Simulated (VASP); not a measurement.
# B4N3: single point with PBE

B4N3:

```
B N
1.0
     0.42629    0.73528    3.20524
     4.82293   -0.03736    0.62391
    -2.43730    4.16169    0.62815
B N
4 3
Direct
  0.83296 0.54513 0.05340
  0.16697 0.94660 0.45488
  0.00006 0.50610 0.49389
  0.99999 0.99911 0.00091
  0.00000 0.16768 0.83233
  0.95625 0.68008 0.84469
  0.04376 0.15530 0.31990
```

```yaml
Program: VASP 6.6.1
Task: single point
Functional: PBE
Potentials_or_basis: VASP PAW PBE potentials, release 64 (B, N)
Cutoff: 520 eV
k_mesh: 6 × 6 × 6
Occupations: gaussian, width 0.2 eV
Spin: no spin polarisation
Dipole_correction: no
Further_INCAR_settings: ALGO = Normal; EDIFF = 1e-06; NBANDS = 22
```

- Pressure: 0.0 GPa
- Largest force: 0.018 eV/Å

Forces on the atoms (eV/Å):
```
B   -0.003 -0.001  0.002
B   -0.001  0.003 -0.002
B   -0.007  0.004 -0.001
B   -0.009  0.006  0.001
N   -0.003  0.001 -0.001
N    0.017  0.002  0.004
N    0.006 -0.015 -0.004
```

Stress tensor (GPa, compression positive):
```
 0.08 -0.03  0.03
-0.03  0.03  0.05
 0.03  0.05 -0.09
```

Levels at points of the mesh, in eV from the Fermi level:
| k point | band 9 | band 10 | band 11 | band 12 | band 13 | band 14 | band 15 | band 16 | band 17 | band 18 |
| --- | --- | --- | --- | --- | --- | --- | --- | --- | --- | --- |
| (0.00, 0.00, 0.00) | -4.78 | -4.55 | -4.35 | -2.93 | -1.90 | 1.03 | 1.44 | 4.44 | 4.98 | 6.47 |
| (0.50, 0.00, 0.00) | -4.82 | -4.21 | -3.83 | -2.93 | -1.99 | -1.16 | 1.91 | 3.61 | 4.78 | 6.01 |
| (0.00, 0.50, 0.00) | -5.03 | -4.54 | -3.48 | -3.14 | -1.92 | 1.01 | 2.85 | 3.60 | 4.73 | 5.73 |
| (0.50, 0.50, 0.00) | -6.42 | -5.27 | -4.98 | -3.09 | -2.56 | -1.28 | 2.08 | 3.48 | 5.00 | 6.17 |
| (0.00, 0.00, 0.50) | -5.03 | -4.54 | -3.48 | -3.14 | -1.92 | 1.01 | 2.85 | 3.60 | 4.73 | 5.73 |
| (0.50, 0.00, 0.50) | -6.42 | -5.27 | -4.98 | -3.09 | -2.56 | -1.28 | 2.07 | 3.48 | 5.00 | 6.17 |
| (0.00, 0.50, 0.50) | -5.09 | -3.99 | -3.43 | -3.37 | -3.27 | 0.38 | 1.96 | 3.60 | 4.09 | 6.64 |
| (0.50, 0.50, 0.50) | -6.53 | -5.46 | -4.99 | -2.85 | -1.71 | -1.04 | 2.33 | 4.00 | 5.70 | 6.14 |

It took 100 s on 1 thread of Intel(R) Xeon(R) Platinum 8488C (Sapphire Rapids), on a shared host, peak memory 0.24 GiB.

Caveat: the k points lie up to 0.36 Å⁻¹ apart.
